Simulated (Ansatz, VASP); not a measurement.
# Hf4Ta in VASP and in Ansatz

```xyz
5
Lattice="-3.1060 3.1060 3.1060 3.1060 -3.1060 3.1060 3.1060 3.1060 -3.1060" Properties=species:S:1:pos:R:3 pbc="T T T"
Hf    1.0859    1.0859    1.0859
Hf   -2.0201    2.0201    2.0201
Hf    2.0201    2.0201   -2.0201
Hf    2.0201   -2.0201    2.0201
Ta    0.0000    0.0000    0.0000
```

Change from the starting cell: species swapped into the GeF4 type (I-43m, No. 217).

Alike in both runs: task relaxation of cell and atoms; functional PBE; k mesh 4 × 4 × 4; occupations gaussian, width 0.1 eV; no spin polarisation.

```csv
,VASP,Ansatz
version,VASP 6.6.1,Ansatz 0.2.0
potentials or method,"VASP PAW PBE potentials, release 64 (Hf_pv, Ta_pv), cutoff 600 eV","scalar-relativistic, plane waves, PAW"
valence electrons in the cell,51,117
```

Ansatz gave:

* gap on the k mesh at the Fermi level, each at its own relaxed structure (eV): none
* relaxed volume (Å³/atom): 26.04
* relaxed cell length with the largest relative difference (Å): 5.530

Task: Which values does VASP return?

Result: gap on the k mesh at the Fermi level, each at its own relaxed structure (eV): none; relaxed volume (Å³/atom): 25.94; relaxed cell length with the largest relative difference (Å): 5.523.

A gap of «none» marks a metal or a gap that the smearing closes. VASP's potentials hold 51 valence electrons a cell and Ansatz's 117, so a difference there can come from the potentials and not from the codes.

Spin-orbit coupling is off throughout.
